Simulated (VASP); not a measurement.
Here is a VASP 6.6.1 calculation.

INCAR

```
SYSTEM = Pt
PREC = Accurate
ENCUT = 600
EDIFF = 1E-7
ISMEAR = -1
SIGMA = 0.05
LREAL = .False.
LASPH = .True.
NELM = 100
ALGO = Normal
ISIF = 3
LWAVE = .False.
LCHARG = .False.
GGA = RP
IVDW = 13
IBRION = 2
NSW = 60
EDIFFG = -0.01
```

The input KPOINTS:

```
Automatic mesh
0
Gamma
  12 12 12
  0 0 0
```

The input POSCAR:

```
Pt
1.0
    0.0000000000      1.9609000000      1.9609000000
    1.9609000000      0.0000000000      1.9609000000
    1.9609000000      1.9609000000      0.0000000000
Pt
1
Direct
    0.0000000000      0.0000000000      0.0000000000
```

Potentials or basis: VASP PAW PBE potentials, release 64 (Pt).

Command:

```bash
$ cat potpaw_PBE.64/Pt/POTCAR > POTCAR
$ mpirun -np 1 vasp_std > vasp.out
```

What does it give for the band gap on the k mesh?

Zero (band 5 reaches 11.89 eV, above the bottom of band 6 at 9.65 eV).

Estimate the space group after relaxing (to 0.05 Å).

Fm-3m (No. 225).

Estimate the relaxed volume.

15.05 Å³/atom.

Predict the relaxed cell.

a = 2.771 Å, b = 2.771 Å, c = 2.771 Å, α = 60.00°, β = 60.00°, γ = 60.00°.

Final structure:
```xyz
1
Lattice="0.0000 1.9597 1.9597 1.9597 0.0000 1.9597 1.9597 1.9597 0.0000" Properties=species:S:1:pos:R:3 pbc="T T T"
Pt    0.0000    0.0000    0.0000
```

Caveat: the PAW data sets were made with another functional, which shifts forces and pressure a little; spin-orbit coupling is left out, which moves the levels of the heavy elements; pairwise dispersion overbinds metals, which lowers pressure and volume.
